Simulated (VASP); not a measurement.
Input of a VASP 6.6.1 run:

INCAR

```
PREC = Accurate
ENCUT = 520
EDIFF = 1E-8
ISMEAR = -1
SIGMA = 0.05
LREAL = F
LASPH = T
NELM = 60
ALGO = Normal
ISIF = 2
LWAVE = F
LCHARG = F
GGA = PS
LEFG = T
NBANDS = 16
```

File KPOINTS:

```
Automatic mesh
0
Gamma
  13 13 11
```

The input POSCAR:

```
ScSi2
1.0
    3.7331986848      0.0000000000      0.0000000000
   -1.8665993424      3.2330448984      0.0000000000
    0.0000000000      0.0000000000      3.8700000000
Sc Si
1 2
Direct
    0.0000000000      0.0000000000      0.0000000000
    0.3333333333      0.6666666667      0.5000000000
    0.6666666667      0.3333333333      0.5000000000
```

Potentials or basis: VASP PAW PBE potentials, release 64 (Sc_sv, Si).

Run with:

```bash
$ cat potpaw_PBE.64/Sc_sv/POTCAR potpaw_PBE.64/Si/POTCAR > POTCAR
$ mpirun -np 1 vasp_std > vasp.out
```

(1) Predict the pressure.

(2) Estimate the band gap on the k mesh.

Answers

(1) 13.7 GPa.

(2) zero (an odd number of electrons rules out a gap without spin polarisation).

Caveat: the cell differs from its parent crystal (equal xx and yy strain of +2 %); the stress differs along the axes, from -5 to 23 GPa; without QUAD_EFG the Cq values of the log hold for a quadrupole moment of 1 mb, not for the nuclei; the PAW data sets were made with another functional, which shifts forces and pressure a little; an odd number of electrons without spin polarisation forces a metal; a magnetic or distorted state may lie lower.
